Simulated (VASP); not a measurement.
IrO:

```
Ir O
1.0
     2.78166    0.00000    0.00000
     0.00000    2.78166    0.00000
     0.00000    0.00000    2.78166
Ir O
1 1
Direct
  0.00000 0.00000 0.00000
  0.50000 0.50000 0.50000
```

- Program: VASP 6.6.1
- Task: relaxation of cell and atoms
- Functional: PBE
- Potentials or basis: VASP PAW PBE potentials, release 64 (Ir, O)
- Cutoff: 600 eV
- k mesh: 6 × 6 × 6
- Occupations: gaussian, width 0.1 eV
- Spin: no spin polarisation

At the start: pressure 8.5 GPa; volume 10.76 Å³/atom.

How do energy, volume and symmetry change on relaxing?

Over 3 steps the energy falls by 8.8 meV/atom and the volume is 11.11 Å³/atom (+3.2 %); space group Pm-3m (No. 221, to 0.05 Å).

The path:
| step | energy change (eV) | largest force (eV/Å) | pressure (GPa) | volume (Å³) |
| --- | --- | --- | --- | --- |
| 1 | 0.0000 | 0.0000 | 8.54 | 21.52 |
| 2 | 0.0257 | 0.0000 | -11.39 | 23.36 |
| 3 | -0.0176 | 0.0000 | -0.10 | 22.21 |

Final structure:
```
Ir O
1.0
     2.81106    0.00000    0.00000
     0.00000    2.81106    0.00000
     0.00000    0.00000    2.81106
Ir O
1 1
Direct
  0.00000 0.00000 0.00000
  0.50000 0.50000 0.50000
```

Caveat: the k points lie up to 0.37 Å⁻¹ apart in the final cell; an odd number of electrons without spin polarisation forces a metal; a magnetic or distorted state may lie lower.
